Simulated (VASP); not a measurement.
Set up this calculation in VASP 6.6.1, as the native input.

```
Task                   : single point
Functional             : LDA
Potentials or basis    : VASP PAW LDA potentials, release 64 (Fe, O)
Cutoff                 : 520 eV
k mesh                 : 11 × 11 × 11
Occupations            : fermi-dirac, width 0.05 eV
Spin                   : collinear spin, ferromagnetic start
Starting moments       : [3.0, 0.0] μB
Dipole correction      : no
Further INCAR settings : ALGO = Normal; EDIFF = 1e-06; NBANDS = 18
```

The structure of FeO lies in POSCAR:

```
FeO
1.0
    1.5486092669      0.8940899771      2.5689933065
   -1.5486092669      0.8940899771      2.5689933065
    0.0000000000     -1.7881799543      2.5689933065
Fe O
1 1
Direct
    0.0000000000      0.0000000000      0.0000000000
    0.5000000000      0.5000000000      0.5000000000
```

These files were run (other wordings do the same):

INCAR

```
SYSTEM = FeO
PREC = Accurate
ENCUT = 520
EDIFF = 1E-6
ISMEAR = -1
SIGMA = 0.05
LREAL = .False.
LASPH = .True.
NELM = 150
ALGO = Normal
ISIF = 2
LWAVE = .False.
LCHARG = .False.
ISPIN = 2
MAGMOM = 3 0
LORBIT = 11
LMAXMIX = 4
GGA = CA
NBANDS = 18
```

KPOINTS

```
regular mesh
0
Gamma
  11 11 11
  0 0 0
```

Potentials or basis: VASP PAW LDA potentials, release 64 (Fe, O).

The run is started by

```bash
$ cat potpaw_LDA.64/Fe/POTCAR potpaw_LDA.64/O/POTCAR > POTCAR
$ mpirun -np 1 vasp_std > vasp.out
```

Results of the run:

```
Pressure                                              : -24.1 GPa
Band gap on the k mesh                                : zero (filled and empty bands overlap)
Net moment                                            : 4.00 μB per cell
Site moments                                          : Fe +3.58; O +0.31 μB
Valence electrons inside the program's atomic spheres : Fe 6.67; O 4.92
```

Caveat: the cell stands under tension; a cell with one magnetic atom can't hold antiferromagnetic order, which such compounds often take; semilocal functionals often make such compounds metallic where correlation or magnetic order opens a gap, which also shifts bond lengths.

It took 56 s on 1 thread of AMD EPYC 9R45 96-Core Processor (Zen 5), with other jobs on the host, peak memory 0.17 GiB.
